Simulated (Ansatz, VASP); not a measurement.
SiC in VASP and in Ansatz

```
Si C
1.0
     0.00000    2.17900    2.17900
     2.17900    0.00000    2.17900
     2.17900    2.17900    0.00000
Si C
1 1
Direct
  0.00000 0.00000 0.00000
  0.25000 0.25000 0.25000
```

Alike in both runs: task relaxation of cell and atoms; functional PBE; dispersion D3(BJ); k mesh 10 × 10 × 10; occupations gaussian, width 0.02 eV; no spin polarisation.

|  | VASP | Ansatz |
| --- | --- | --- |
| version | VASP 6.6.1 | Ansatz 0.2.0 |
| potentials or method | VASP PAW PBE potentials, release 64 (Si, C), cutoff 600 eV | scalar-relativistic, plane waves, PAW |
| valence electrons in the cell | 8 | 8 |

|  | VASP | Ansatz | Ansatz less VASP |
| --- | --- | --- | --- |
| gap on the k mesh at the Fermi level, each at its own relaxed structure (eV) | 1.35 | 1.35 | +0.003 |
| relaxed volume (Å³/atom) | 10.27 | 10.28 | +0.011 |
| relaxed length of the cell vector where the two differ most in proportion (Å) | 3.074 | 3.075 | +0.0011 |
